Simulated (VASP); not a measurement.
Wanted: the native input for a VASP 6.6.1 run.

| Property | Result |
| --- | --- |
| Task | single point |
| Functional | LDA |
| Potentials or basis | VASP PAW LDA potentials, release 64 (B, P) |
| Cutoff | 500 eV |
| k mesh | 10 × 10 × 10 |
| Occupations | gaussian, width 0.02 eV |
| Spin | no spin polarisation |
| Dipole correction | no |
| Further INCAR settings | ALGO = Normal; EDIFF = 1e-06; NBANDS = 11 |

The structure of BP (lda) lies in POSCAR:

```
BP
1.0
    0.0000000000      2.2225562590      2.2225562590
    2.2225562590      0.0000000000      2.2225562590
    2.2225562590      2.2225562590      0.0000000000
B P
1 1
Direct
    0.0000000000      0.0000000000      0.0000000000
    0.2500000000      0.2500000000      0.2500000000
```

This cell differs from its parent crystal: volume scaled by 0.97.

These files were run (other wordings do the same):

INCAR

```
SYSTEM = BP
  PREC = Accurate
  ENCUT = 500
  EDIFF = 1E-6
  ISMEAR = 0
  SIGMA = 0.02
  LREAL = .False.
  LASPH = .True.
  NELM = 120
  ALGO = Normal
  ISIF = 2
  LWAVE = .False.
  LCHARG = .False.
  NBANDS = 11
  GGA_COMPAT = .False.
```

KPOINTS

```
Automatic mesh
0
Gamma
  10 10 10
  0 0 0
```

Potentials or basis: VASP PAW LDA potentials, release 64 (B, P).

The run is started by

```bash
$ cat potpaw_LDA.64/B/POTCAR potpaw_LDA.64/P/POTCAR > POTCAR
$ mpirun -np 1 vasp_std > vasp.out
```

Results of the run:

* Pressure: 5.5 GPa
* Band gap on the k mesh: 1.11 eV, indirect (least direct gap 3.48 eV)

It took 3.9 s on 1 thread of Intel(R) Xeon(R) 6975P-C (Granite Rapids), on a shared host, peak memory 0.12 GiB.
